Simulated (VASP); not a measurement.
**Si13C3: single point with PBEsol**

The system is Si13C3.

```
Si C
1.0
    10.19132    0.00000    0.00000
     0.00000   10.19132    0.00000
     0.00000    0.00000   10.19132
Si C
52 12
Cartesian
  9.9791 0.0332 10.0645
  10.0491 10.0642 5.1670
  10.0897 5.1652 10.1513
  10.1389 5.0118 5.1759
  5.3022 0.0578 9.9446
  5.2040 5.0378 9.9107
  1.2065 1.2761 1.1668
  1.4933 1.1213 6.2140
  1.3235 6.3644 1.3095
  1.3788 6.5392 6.2636
  6.0831 1.5228 1.4758
  6.3424 6.4576 1.1524
  2.6641 2.5701 10.1567
  2.9510 2.4481 4.8990
  2.5904 7.6942 10.1671
  3.1452 7.8936 5.4707
  7.1838 2.6764 9.8681
  7.1463 1.9815 5.4672
  7.3588 7.9010 9.8316
  7.2441 7.2524 5.3263
  4.0452 3.7719 1.3658
  4.2401 3.8786 6.3742
  3.8865 9.0893 1.2024
  8.7001 3.7656 1.0828
  8.7564 3.5293 6.3776
  8.7237 8.9282 1.2779
  8.4739 8.8846 6.5095
  2.7958 0.3927 2.6278
  3.0414 10.1373 7.4894
  2.7247 5.1434 2.6931
  2.7587 5.2762 7.5628
  7.4107 0.0434 2.7139
  7.4644 4.9898 2.5925
  7.2484 4.9221 7.5038
  4.1916 1.6300 8.6077
  4.1716 6.1863 4.2148
  4.1989 6.8128 8.7107
  8.8101 1.3304 3.9387
  8.3855 1.0237 8.6569
  8.8450 6.3662 3.8629
  8.6837 6.3525 8.7379
  10.0726 2.5843 2.5016
  0.0438 2.3067 7.6457
  0.0840 7.7558 2.6464
  10.1338 7.7005 7.5896
  5.0293 7.6556 2.6240
  1.3225 3.7683 3.8396
  1.3325 3.9112 8.8497
  1.6354 9.0592 3.9899
  1.3641 9.0435 8.8078
  6.0289 3.5594 3.9306
  6.0536 9.0205 4.1949
  5.4277 9.7949 5.8380
  5.3338 5.0034 5.2436
  6.5091 0.3067 6.4026
  6.3917 5.7039 6.0266
  4.4721 8.9654 6.6858
  7.2034 9.9599 7.6363
  3.8072 1.7817 3.3734
  4.8866 2.5193 2.6919
  5.1206 3.0808 7.8242
  5.0752 8.3829 7.9273
  6.1342 3.8150 8.6603
  6.2991 9.0306 8.5508
```

```json
{
  "Program": "VASP 6.6.1",
  "Task": "single point",
  "Functional": "PBEsol",
  "Potentials or basis": "VASP PAW PBE potentials, release 64 (Si, C)",
  "Cutoff": "520 eV",
  "k mesh": "1 × 1 × 1, shifted",
  "Occupations": "fermi-dirac, width 0.05 eV",
  "Spin": "no spin polarisation",
  "Dipole correction": "no",
  "Further INCAR settings": "LREAL = Auto; ALGO = Normal; EDIFF = 1e-06; NBANDS = 166; ISYM = 0"
}
```

The pressure is 0.2 GPa, the largest force is 0.382 eV/Å and the band gap on the k mesh is 0.01 eV (least direct gap 0.06 eV).

Forces in eV/Å, atoms in the order of the input:
```
Si  -0.025  0.044 -0.034
Si  -0.004 -0.075  0.008
Si   0.002 -0.076 -0.004
Si   0.010  0.132 -0.044
Si   0.046 -0.154 -0.078
Si   0.111 -0.068  0.006
Si   0.046  0.024  0.051
Si   0.041  0.021  0.094
Si   0.010  0.055  0.028
Si  -0.088 -0.100 -0.066
Si   0.030  0.087  0.019
Si   0.050 -0.001 -0.012
Si   0.023 -0.082  0.038
Si  -0.017  0.094  0.070
Si  -0.050 -0.183 -0.136
Si   0.120  0.048  0.064
Si   0.083  0.149 -0.019
Si  -0.089  0.051  0.070
Si  -0.014  0.133 -0.009
Si   0.035 -0.013 -0.023
Si  -0.036 -0.099  0.065
Si  -0.051 -0.091 -0.154
Si  -0.003  0.130  0.054
Si  -0.024  0.056 -0.018
Si  -0.039 -0.073  0.018
Si   0.074 -0.065  0.059
Si  -0.034 -0.062  0.171
Si   0.061  0.095 -0.070
Si  -0.192  0.046 -0.117
Si  -0.013  0.009  0.044
Si   0.007  0.079 -0.041
Si  -0.052 -0.060 -0.112
Si   0.112 -0.068  0.034
Si  -0.108  0.005  0.107
Si   0.036  0.130 -0.016
Si  -0.156 -0.072  0.045
Si  -0.038  0.100 -0.129
Si   0.169  0.062  0.040
Si   0.077  0.035 -0.099
Si  -0.036  0.036  0.041
Si  -0.018  0.036  0.027
Si   0.018 -0.024 -0.061
Si  -0.045  0.067  0.069
Si   0.001  0.036  0.031
Si   0.053  0.074 -0.031
Si  -0.051 -0.085 -0.036
Si   0.046  0.038  0.040
Si   0.039 -0.072 -0.058
Si  -0.041 -0.211 -0.051
Si   0.016  0.067 -0.041
Si   0.058  0.038  0.114
Si   0.025  0.154  0.202
C    0.019 -0.069 -0.097
C   -0.062 -0.027 -0.037
C   -0.114  0.239 -0.129
C   -0.007  0.015 -0.099
C   -0.050 -0.224 -0.045
C    0.050  0.059  0.166
C   -0.099 -0.249 -0.172
C   -0.080  0.128 -0.015
C   -0.047 -0.161  0.091
C    0.272 -0.232  0.133
C    0.115  0.133  0.026
C   -0.171 -0.010  0.024
```

Stress tensor (GPa, compression positive):
```
-1.70 -1.42  0.38
-1.42  1.56  0.29
 0.38  0.29  0.69
```

Levels at points of the mesh, in eV from the valence-band top:
| k point | band 124 | band 125 | band 126 | band 127 | band 128 | band 129 | band 130 | band 131 | band 132 | band 133 |
| --- | --- | --- | --- | --- | --- | --- | --- | --- | --- | --- |
| (0.25, 0.25, 0.25) | -0.53 | -0.42 | -0.27 | -0.20 | -0.04 | 0.11 | 0.42 | 0.53 | 0.70 | 0.78 |

Wall time 15 min on 1 thread of Intel(R) Xeon(R) Platinum 8488C (Sapphire Rapids), with other jobs on the host, peak memory 1.2 GiB.

Caveat: the smearing spreads over this small gap; the PAW data sets were made with another functional, which shifts forces and pressure a little; a shifted mesh leaves out Γ, where band edges can lie. A k mesh can miss the band edges.
